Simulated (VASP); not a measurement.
# ZrAl3B3N (R3m) in VASP: relaxation of cell and atoms with PBE

Aim: the relaxation of cell and atoms of ZrAl3B3N with PBE.

All numbers are computed with VASP 6.6.1; they aren't measurements. Logs are shortened: lines on timing, memory, paths and dates and some standing lists are left out, and cuts for length are marked.

### 1 The cell of the first run

The structure is trigonal, space group R3m (No. 160). The conventional cell has a = 6.790 Å, b = 6.790 Å, c = 8.310 Å, α = 90.00°, β = 90.00°, γ = 120.00°. Within 2.8 Å of Zr (site symmetry 3m) lie 1 N at 2.08 Å and 3 B at 2.08 Å. Within 2.8 Å of Al (site symmetry m) lie 3 B at 2.08 Å and 1 N at 2.08 Å. B (site symmetry m) has 3 Al at 2.08 Å and 1 Zr at 2.08 Å within 2.8 Å. Within 2.8 Å of N (site symmetry 3m) lie 1 Zr at 2.08 Å and 3 Al at 2.08 Å.

### 2 Relaxation of cell and atoms, PBE

Contents of INCAR:

```
PREC     = Accurate       # precision mode
ENCUT    = 600            # plane-wave cutoff, eV
EDIFF    = 1E-6           # SCF threshold, eV
ISMEAR   = 0              # smearing method
SIGMA    = 0.15           # smearing width, eV
LREAL    = False          # projectors in reciprocal space
LASPH    = True           # aspherical terms in the spheres
NELM     = 60             # most SCF steps
ALGO     = Normal         # electronic algorithm
ISIF     = 3              # what is computed and relaxed
LWAVE    = False          # write WAVECAR
LCHARG   = False          # write CHGCAR
GGA      = PE             # functional
IBRION   = 2              # ionic algorithm
NSW      = 36             # ionic steps
EDIFFG   = -0.08          # ionic threshold
```

Contents of KPOINTS:

```
Automatic mesh
0
Gamma
  3 3 3
```

Contents of POSCAR:

```
ZrAl3B3N
1.0
    3.3950000000      1.9601041600      2.7700000000
   -3.3950000000      1.9601041600      2.7700000000
    0.0000000000     -3.9202083300      2.7700000000
Zr Al B N
1 3 3 1
Direct
    0.0000000000      0.0000000000      0.0000000000
    0.5000000000      0.5000000000      0.0000000000
    0.0000000000      0.5000000000      0.5000000000
    0.5000000000      0.0000000000      0.5000000000
    0.7500000000      0.7500000000      0.2500000000
    0.2500000000      0.7500000000      0.7500000000
    0.7500000000      0.2500000000      0.7500000000
    0.2500000000      0.2500000000      0.2500000000
```

Potentials or basis: VASP PAW PBE potentials, release 64 (Zr_sv, Al, B, N).

On the command line:

```bash
$ cat potpaw_PBE.64/Zr_sv/POTCAR potpaw_PBE.64/Al/POTCAR potpaw_PBE.64/B/POTCAR potpaw_PBE.64/N/POTCAR > POTCAR
$ mpirun -np 1 vasp_std > vasp.out
```

OUTCAR:

```text
PREC = Accurate
   ENCUT = 600
   EDIFF = 1E-6
   ISMEAR = 0
   LREAL = False
   LASPH = True
   NELM = 60
   ISIF = 3
   GGA = PE
   IBRION = 2
   NSW = 36
   EDIFFG = -0.08

 ion  position               nearest neighbor table
   1  0.000  0.000  0.000-   8 2.08   5 2.08   7 2.08   6 2.08   2 3.39   2 3.39   4 3.39   3 3.39
                             4 3.39   3 3.39   3 3.39   4 3.39   4 3.39   3 3.39   2 3.40   2 3.40
   2  0.500  0.500  0.000-   5 2.08   8 2.08   7 2.08   6 2.08   1 3.39   1 3.39   1 3.40   1 3.40

   3  0.000  0.500  0.500-   6 2.08   7 2.08   5 2.08   8 2.08   1 3.39   1 3.39   1 3.39   1 3.39

   4  0.500  0.000  0.500-   7 2.08   6 2.08   5 2.08   8 2.08   1 3.39   1 3.39   1 3.39   1 3.39

   5  0.750  0.750  0.250-   2 2.08   1 2.08   3 2.08   4 2.08
   6  0.250  0.750  0.750-   3 2.08   4 2.08   1 2.08   2 2.08
   7  0.750  0.250  0.750-   4 2.08   3 2.08   1 2.08   2 2.08
   8  0.250  0.250  0.250-   1 2.08   2 2.08   3 2.08   4 2.08

  LATTYP: Found a trigonal (rhomboedric) cell.
 ALAT       =     4.8000972230
 COS(alpha) =    -0.0004824742

  Lattice vectors:

 A1 = (   3.3950000000,   1.9601041600,   2.7700000000)
 A2 = (  -3.3950000000,   1.9601041600,   2.7700000000)
 A3 = (   0.0000000000,  -3.9202083300,   2.7700000000)

Analysis of symmetry for initial positions (statically):
=====================================================================
 Subroutine PRICEL returns:
 Original cell was already a primitive cell.

 Routine SETGRP: Setting up the symmetry group for a
 trigonal (rhombohedral) supercell.

 Subroutine GETGRP returns: Found  6 space group operations
 (whereof  6 operations were pure point group operations)
 out of a pool of 12 trial point group operations.

The static configuration has the point symmetry C_3v.

Analysis of symmetry for dynamics (positions and initial velocities):
=====================================================================
 Subroutine PRICEL returns:
 Original cell was already a primitive cell.

 Routine SETGRP: Setting up the symmetry group for a
 trigonal (rhombohedral) supercell.

 Subroutine GETGRP returns: Found  6 space group operations
 (whereof  6 operations were pure point group operations)
 out of a pool of 12 trial point group operations.

The dynamic configuration has the point symmetry C_3v.

 Subroutine INISYM returns: Found  6 space group operations
 (whereof  6 operations are pure point group operations),
 and found     1 'primitive' translations

----------------------------------------------------------------------------------------

                                     Primitive cell

  volume of cell :     110.5987

  direct lattice vectors                    reciprocal lattice vectors
     3.395000000  1.960104160  2.770000000     0.147275405  0.085029495  0.120336944
    -3.395000000  1.960104160  2.770000000    -0.147275405  0.085029495  0.120336944
     0.000000000 -3.920208330  2.770000000     0.000000000 -0.170058990  0.120336943

  length of vectors
     4.800097220  4.800097220  4.800097223     0.208329162  0.208329162  0.208329162

  position of ions in fractional coordinates (direct lattice)
     0.000000000  0.000000000  0.000000000
     0.500000000  0.500000000  0.000000000
     0.000000000  0.500000000  0.500000000
     0.500000000  0.000000000  0.500000000
     0.750000000  0.750000000  0.250000000
     0.250000000  0.750000000  0.750000000
     0.750000000  0.250000000  0.750000000
     0.250000000  0.250000000  0.250000000

  ion indices of the primitive-cell ions
   primitive index   ion index
                 1           1
                 2           2
                 3           3
                 4           4
                 5           5
                 6           6
                 7           7
                 8           8

----------------------------------------------------------------------------------------

 KPOINTS: Automatic mesh

Automatic generation of k-mesh.
 Grid dimensions read from file:
 generate k-points for:    3    3    3

 Generating k-lattice:

  Cartesian coordinates                     Fractional coordinates (reciprocal lattice)
     0.049091802  0.028343165  0.040112315     0.333333333  0.000000000  0.000000000
    -0.049091802  0.028343165  0.040112315     0.000000000  0.333333333  0.000000000
     0.000000000 -0.056686330  0.040112314     0.000000000  0.000000000  0.333333333

  Length of vectors
     0.069443054  0.069443054  0.069443054

  Shift w.r.t. Gamma in fractional coordinates (k-lattice)
     0.000000000  0.000000000  0.000000000

 Subroutine IBZKPT returns following result:
 ===========================================

 Found      6 irreducible k-points:

 Following reciprocal coordinates:
            Coordinates               Weight
  0.000000  0.000000  0.000000      1.000000
  0.333333 -0.000000 -0.000000      6.000000
  0.333333  0.333333  0.000000      6.000000
 -0.333333  0.333333  0.000000      6.000000
  0.333333  0.333333  0.333333      2.000000
 -0.333333  0.333333  0.333333      6.000000
   k-points           NKPTS =      6   k-points in BZ     NKDIM =      6   number of bands    NBANDS=     22
   number of dos      NEDOS =    301   number of ions     NIONS =      8
   total plane-waves  NPLWV =  64000
   dimension x,y,z NGX =    40 NGY =   40 NGZ =   40
   dimension x,y,z NGXF=    80 NGYF=   80 NGZF=   80
   ions per type =               1   3   3   1
   NGX,Y,Z   is equivalent  to a cutoff of  13.85, 13.85, 13.85 a.u.
   NGXF,Y,Z  is equivalent  to a cutoff of  27.71, 27.71, 27.71 a.u.
 SYSTEM =  unknown system
   PREC   = accura    normal or accurate (medium, high low for compatibility)
   ISTART =      0    job   : 0-new  1-cont  2-samecut
   ICHARG =      2    charge: 1-file 2-atom 10-const
   ISPIN  =      1    spin polarized calculation?
   LNONCOLLINEAR =      F non collinear calculations
   LSORBIT =      F    spin-orbit coupling
   LASPH  =      T    aspherical Exc in radial PAW
   ENCUT  =  600.0 eV  44.10 Ry    6.64 a.u.   9.59  9.59  9.59*2*pi/ulx,y,z
   NELM   =     60;   NELMIN=  2; NELMDL= -5     # of ELM steps
   EDIFF  = 0.1E-05   stopping-criterion for ELM
   LREAL  =      F    real-space projection
   EDIFFG = -.8E-01   stopping-criterion for IOM
   NSW    =     36    number of steps for IOM
   IBRION =      2    ionic relax: 0-MD 1-quasi-New 2-CG
   NFREE  =      1    steps in history (QN), initial steepest desc. (CG)
   ISIF   =      3    stress and relaxation
   ISYM   =      2    0-nonsym 1-usesym 2-fastsym
   POTIM  = 0.5000    time-step for ionic-motion
   TEBEG  =    0.0;   TEEND  =   0.0 temperature during run
   PSTRESS=    0.0 pullay stress
   NELECT =      35.0000    total number of electrons
   NUPDOWN=      -1.0000    fix difference up-down
   EMIN   =  10.00;   EMAX   =-10.00  energy-range for DOS
   EFERMI =   0.00;   METHOD = LEGACY
   ISMEAR =     0;   SIGMA  =   0.15  broadening in eV -4-tet -1-fermi 0-gaus
   EFERMI_NEDOS =   21; number of points for ismear=-14 and -15
   IALGO  =     38    algorithm
   IMIX   =      4    mixing-type and parameters
     AMIX     =   0.40;   BMIX     =  1.00
     AMIX_MAG =   1.60;   BMIX_MAG =  1.00
  volume/ion in A,a.u.               =      13.82        93.29
  Fermi-wavevector in a.u.,A,eV,Ry     =   1.115615  2.108206 16.933756  1.244596
  Thomas-Fermi vector in A             =   2.252221
   LORBIT       =      0    0 simple, 1 ext, 2 COOP (PROOUT), +10 PAW based schemes
   GGA     = PE    functional components
   LHFCALC =     F    Hartree Fock is set to
   AEXX    =    0.0000 exact exchange contribution
   IVDW    =     0    specifies the selected vdW correction
   LEPSILON=     F    determine dielectric tensor
   LRPA    =     F    only Hartree local field effects (RPA)
 conjugate gradient relaxation of ions
 non-spin polarized calculation
 Gauss-broadening in eV      SIGMA  =   0.15
  energy-cutoff  :      600.00
  volume of cell :      110.60
 maximum number of plane-waves:      3743
 NGX is ok and might be reduce to    40
   NGX = 19   NGY = 19   NGZ = 19

--------------------------------------- Ionic step        1  -------------------------------------------

 number of electron      34.9999998 magnetization

 Free energy of the ion-electron system (eV)
  ---------------------------------------------------
  ext. energy  EPLUGINS =         0.00000000
  ---------------------------------------------------
  free energy    TOTEN  =       -43.74308150 eV

  energy without entropy =      -43.68453179  energy(sigma->0) =      -43.71380664

------------------------ aborting loop because EDIFF is reached ----------------------------------------

  FORCE on cell =-STRESS in cart. coord.  units (eV):
  Direction    XX          YY          ZZ          XY          YZ          ZX
  --------------------------------------------------------------------------------------
  -------------------------------------------------------------------------------------
  Total        7.7318069      7.7318069      7.3670273     -0.0000000     -0.0000000     -0.0000000
  in kB      112.0060891    112.0060890    106.7217430     -0.0000000     -0.0000001     -0.0000000
  external PRESSURE =     110.2446404 kB  Pullay stress =       0.0000000 kB
[... 107 lines left out ...]
  FREE ENERGIE OF THE ION-ELECTRON SYSTEM (eV)
  ---------------------------------------------------
  free  energy   TOTEN  =       -45.3833591518 eV

  energy  without entropy=      -45.3132633972  energy(sigma->0) =      -45.34831127

 E-fermi :   5.5064     XC(G=0):  -9.9790

 val. band max:        5.0253539230   @ k =   0.3333  -0.0000  -0.0000
 cond. band min:       5.5492553605   @ k =  -0.3333   0.3333   0.3333
 fundamental gap:      0.5239014375
 Fermi energy:         5.5063808081

 k-point     1 :       0.0000    0.0000    0.0000
  band No.  band energies     occupation
      1     -43.7167      2.00000
      2     -21.9604      2.00000
      3     -21.7334      2.00000
      4     -21.7334      2.00000
      5      -9.5828      2.00000
      6      -3.5684      2.00000
[... 124 lines left out ...]
      6      -2.7781      2.00000
[... 14 lines left out ...]
     21       7.7656      0.00000
     22       7.9189      0.00000

[... ionic steps 4 to 26 ...]

--------------------------------------- Ionic step       27  -------------------------------------------

 number of electron      35.0000001 magnetization

------------------------ aborting loop because EDIFF is reached ----------------------------------------

  FORCE on cell =-STRESS in cart. coord.  units (eV):
  Direction    XX          YY          ZZ          XY          YZ          ZX
  --------------------------------------------------------------------------------------
  -------------------------------------------------------------------------------------
  Total       -0.1021509     -0.1021509     -0.3219901      0.0000000      0.0000000     -0.0000000
  in kB       -1.4761291     -1.4761291     -4.6529118      0.0000000      0.0000000     -0.0000000
  external PRESSURE =      -2.5350567 kB  Pullay stress =       0.0000000 kB
[... 69 lines left out ...]
  energy  without entropy=      -48.4415531676  energy(sigma->0) =      -48.44926413

--------------------------------------- Ionic step       29  -------------------------------------------

 number of electron      35.0000001 magnetization

 Free energy of the ion-electron system (eV)
  ---------------------------------------------------
  ext. energy  EPLUGINS =         0.00000000
  ---------------------------------------------------
  free energy    TOTEN  =       -48.45774784 eV

  energy without entropy =      -48.44236830  energy(sigma->0) =      -48.45005807

 E-fermi :   6.5676     XC(G=0): -10.2755

 val. band max:        6.2610068823   @ k =  -0.3333   0.3333   0.0000
 cond. band min:       6.6385787080   @ k =   0.3333  -0.0000  -0.0000
 fundamental gap:      0.3775718257
 Fermi energy:         6.5676323575

 k-point     1 :       0.0000    0.0000    0.0000
  band No.  band energies     occupation
      1     -43.2870      2.00000
      2     -21.4723      2.00000
      3     -21.2305      2.00000
      4     -21.2305      2.00000
      5      -8.7278      2.00000
      6      -4.8764      2.00000
[... 174 lines left out ...]
  FREE ENERGIE OF THE ION-ELECTRON SYSTEM (eV)
  ---------------------------------------------------
  free  energy   TOTEN  =       -48.4577478436 eV

  energy  without entropy=      -48.4423682966  energy(sigma->0) =      -48.45005807

 reached required accuracy - stopping structural energy minimisation
```

Wall time 4.1 min (1 thread of Intel Xeon 6975P-C (Granite Rapids), shared host); peak memory 0.24 GiB.

Results:

```yaml
Free_energy: -48.4577 eV
Relaxed_volume: 13.85 Å³/atom
Relaxed_cell: a = 4.837 Å, b = 4.837 Å, c = 4.837 Å, α = 82.95°, β = 82.95°, γ = 82.95°
Space_group_after_relaxing_to_0.1_Å: R3m (No. 160)
Energy_gained_by_relaxing: 589.3 meV/atom
Ionic_steps: 29
Pressure_after_relaxing: 0.1 GPa
Largest_force_after_relaxing: 0.039 eV/Å
Band_gap_on_the_k_mesh: zero (an odd number of electrons rules out a gap without spin polarisation)
```

Forces in eV/Å, atoms in the order of the input:
```
Zr   0.000  0.000  0.039
Al   0.000  0.009 -0.031
Al  -0.008 -0.004 -0.031
Al   0.008 -0.004 -0.031
B    0.000 -0.020  0.005
B    0.017  0.010  0.005
B   -0.017  0.010  0.005
N    0.000  0.000  0.038
```

Step by step:
| step | energy change (eV) | largest force (eV/Å) | pressure (GPa) | volume (Å³) |
| --- | --- | --- | --- | --- |
| 1 | 0.0000 | 2.7654 | 11.02 | 110.60 |
| 2 | -1.6340 | 1.4270 | -5.78 | 126.53 |
| 3 | -1.6403 | 1.3664 | -6.43 | 127.45 |
| 4 | -2.1917 | 0.9938 | -0.96 | 120.46 |
| 5 | -2.2021 | 1.3122 | 0.10 | 119.46 |
| 6 | -2.4123 | 1.1207 | 0.61 | 117.64 |
| 7 | -2.5428 | 2.0256 | 1.88 | 115.00 |
| 8 | -2.6730 | 1.7441 | 1.09 | 114.87 |
| 9 | -2.9853 | 1.1859 | -1.41 | 114.41 |
| 10 | -3.2628 | 1.7364 | -5.99 | 113.26 |
| 11 | -3.3850 | 1.8032 | -5.64 | 111.97 |
| 12 | -3.5442 | 1.8893 | -3.13 | 108.11 |
| 13 | -3.5470 | 1.7539 | -4.07 | 109.10 |
| 14 | -3.8016 | 1.6012 | -2.43 | 107.80 |
| 15 | -4.2396 | 1.4136 | 3.93 | 103.95 |
| 16 | -4.2567 | 1.3450 | 6.21 | 102.86 |
| 17 | -4.4412 | 0.8646 | 4.58 | 104.56 |
| 18 | -4.6630 | 0.6870 | 0.64 | 109.67 |
| 19 | -4.6644 | 0.6835 | 0.89 | 109.31 |
| 20 | -4.6914 | 0.4207 | 0.18 | 110.06 |
| 21 | -4.6985 | 0.1505 | -0.36 | 110.72 |
| 22 | -4.7025 | 0.0966 | -0.04 | 110.53 |
| 23 | -4.7036 | 0.1069 | 0.26 | 110.37 |
| 24 | -4.7056 | 0.0840 | 0.04 | 110.55 |
| 25 | -4.7073 | 0.2100 | -0.39 | 110.92 |
| 26 | -4.7085 | 0.1957 | -0.36 | 110.91 |
| 27 | -4.7114 | 0.1516 | -0.25 | 110.87 |
| 28 | -4.7139 | 0.0935 | -0.04 | 110.81 |
| 29 | -4.7147 | 0.0393 | 0.06 | 110.77 |

Final structure:
```yaml
crystal:
  lattice:
    - [3.20318, 1.84935, 3.11655]
    - [-3.20318, 1.84935, 3.11655]
    - [0.00000, -3.69871, 3.11655]
  atoms:
    - { symbol: Zr, position: [0.01588, 0.01588, 0.01588] }
    - { symbol: Al, position: [0.49273, 0.49273, 0.06079] }
    - { symbol: Al, position: [0.06079, 0.49273, 0.49273] }
    - { symbol: Al, position: [0.49273, 0.06079, 0.49273] }
    - { symbol: B, position: [0.66150, 0.66150, 0.38210] }
    - { symbol: B, position: [0.38210, 0.66150, 0.66150] }
    - { symbol: B, position: [0.66150, 0.38210, 0.66150] }
    - { symbol: N, position: [0.23276, 0.23276, 0.23276] }
```

Levels at points of the mesh, in eV from the Fermi level:
```
           k point  band 15  band 16  band 17  band 18  band 19  band 20
(0.00, 0.00, 0.00)    -2.44    -1.24    -1.24     0.35     0.35     1.31
```

Caveat: the k points lie up to 0.44 Å⁻¹ apart in the final cell, too coarse for converged energies and pressures of a metal; an odd number of electrons without spin polarisation forces a metal; a magnetic or distorted state may lie lower; the relaxation stopped at a loose force limit of 0.08 eV/Å, so its end isn't a converged minimum.

The gap in the log of VASP goes by the Fermi energy; the results here count the filled bands.